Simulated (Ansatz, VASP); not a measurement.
Two plane-wave programs on GaN

Contents of INCAR:

```
PREC = Accurate
ENCUT = 520
EDIFF = 1E-6
ISMEAR = 0
SIGMA = 0.05
LREAL = Auto
LASPH = True
NELM = 80
ALGO = Normal
ISIF = 2
LWAVE = False
LCHARG = False
LDIPOL = True
IDIPOL = 3
DIPOL = 0.5 0.5 0.305
GGA = PE
NBANDS = 86
```

The input KPOINTS:

```
regular mesh
0
Gamma
  4 5 1
```

POSCAR

```
GaN
1.0
    6.4373054514      0.0000000000      0.0000000000
    0.0000000000      5.2434880734      0.0000000000
    0.0000000000      0.0000000000     19.1910778300
Ga N
8 8
Direct
    0.0000000000      0.0008659249      0.2084301901
    0.5000000000      0.0008659249      0.2084301901
    0.2500000000      0.5008659249      0.2568456578
    0.7500000000      0.5008659249      0.2568456578
    0.2500000000      0.9918618155      0.3610150163
    0.7500000000      0.9918618155      0.3610150163
    0.0000000000      0.4623164214      0.3897090821
    0.5000000000      0.4623164214      0.3897090821
    0.0000000000      0.6241340751      0.2084301901
    0.5000000000      0.6241340751      0.2084301901
    0.2500000000      0.1241340751      0.2568456578
    0.7500000000      0.1241340751      0.2568456578
    0.2500000000      0.6214454683      0.3602829984
    0.7500000000      0.6214454683      0.3602829984
    0.0000000000      0.1155219640      0.4007632035
    0.5000000000      0.1155219640      0.4007632035
```

Input for Ansatz:

```yaml
crystal:
  lattice:
    - [6.4373054514, 0.0, 0.0]
    - [0.0, 5.2434880734, 0.0]
    - [0.0, 0.0, 19.1910778269]
  atoms:
    - { symbol: Ga, position: [0.0, 0.0008659249, 0.2084301901] }
    - { symbol: Ga, position: [0.5, 0.0008659249, 0.2084301901] }
    - { symbol: "N", position: [0.0, 0.6241340751, 0.2084301901] }
    - { symbol: "N", position: [0.5, 0.6241340751, 0.2084301901] }
    - { symbol: Ga, position: [0.25, 0.5008659249, 0.2568456578] }
    - { symbol: Ga, position: [0.75, 0.5008659249, 0.2568456578] }
    - { symbol: "N", position: [0.25, 0.1241340751, 0.2568456578] }
    - { symbol: "N", position: [0.75, 0.1241340751, 0.2568456578] }
    - { symbol: Ga, position: [0.25, 0.9918618156, 0.3610150164] }
    - { symbol: Ga, position: [0.75, 0.9918618156, 0.3610150164] }
    - { symbol: "N", position: [0.25, 0.6214454689, 0.360282998] }
    - { symbol: "N", position: [0.75, 0.6214454689, 0.360282998] }
    - { symbol: Ga, position: [0.0, 0.4623164221, 0.3897090819] }
    - { symbol: Ga, position: [0.5, 0.4623164221, 0.3897090819] }
    - { symbol: "N", position: [0.0, 0.1155219646, 0.4007632034] }
    - { symbol: "N", position: [0.5, 0.1155219646, 0.4007632034] }
basis:
  ecutwfc: 420
kpoints:
  mp_grid: { grid: [4, 5, 1] }
hamiltonian:
  xc: pbe
  pseudopotentials: { kind: paw, azcp: { folder: soft_1 } }
scf:
  occupations: { method: gaussian, width: 0.05 }
output:
  forces: true
  eigenvalues: true
efield:
  axis: 3
  dipole_correction: true
  ramp_width: 0.04
```

Alike in both runs: task single point; functional PBE; k mesh 4 × 5 × 1; occupations gaussian, width 0.05 eV; no spin polarisation.

```csv
,VASP,Ansatz
version,VASP 6.6.1,Ansatz 0.2.0
potentials or method,"VASP PAW PBE potentials, release 64 (Ga_d, N), cutoff 520 eV","scalar-relativistic, plane waves, PAW"
valence electrons in the cell,144,144
```

```tsv
	VASP	Ansatz	Ansatz less VASP
gap on the k mesh at the Fermi level (eV)	0.77	0.78	+0.010
least direct gap on the mesh (eV)	0.77	0.78	+0.010
rms of the force components (eV/Å)	0.698	0.698	-0.0002
```

With one functional, cell and mesh, what is left measures potentials, basis and numerics.
